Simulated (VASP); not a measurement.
# C: single point with PBE

C:

```
C
1.0
    -1.18705    1.18705    1.18705
     1.18705   -1.18705    1.18705
     1.18705    1.18705   -1.18705
C
1
Direct
  0.00000 0.00000 0.00000
```

* Program: VASP 6.6.1
* Task: single point
* Functional: PBE
* Potentials or basis: VASP PAW PBE potentials, release 64 (C)
* Cutoff: 520 eV
* k mesh: 25 × 25 × 25
* Occupations: fermi-dirac, width 0.1 eV
* Spin: no spin polarisation
* Dipole correction: no
* Further INCAR settings: ALGO = Normal; EDIFF = 1e-07; NBANDS = 8

```json
{
  "Pressure": "0.1 GPa",
  "Band gap on the k mesh": "zero (band 2 reaches 17.54 eV, above the bottom of band 3 at 3.52 eV)"
}
```

Levels at points of the mesh, in eV from the Fermi level:
```tsv
k point	band 1	band 2	band 3	band 4	band 5	band 6
(0.00, 0.00, 0.00)	-19.57	9.08	9.08	9.08	33.23	33.23
```

Run time: 8.3 s on 1 thread of Intel(R) Xeon(R) Platinum 8488C (Sapphire Rapids), with other jobs on the host, peak memory 0.12 GiB.
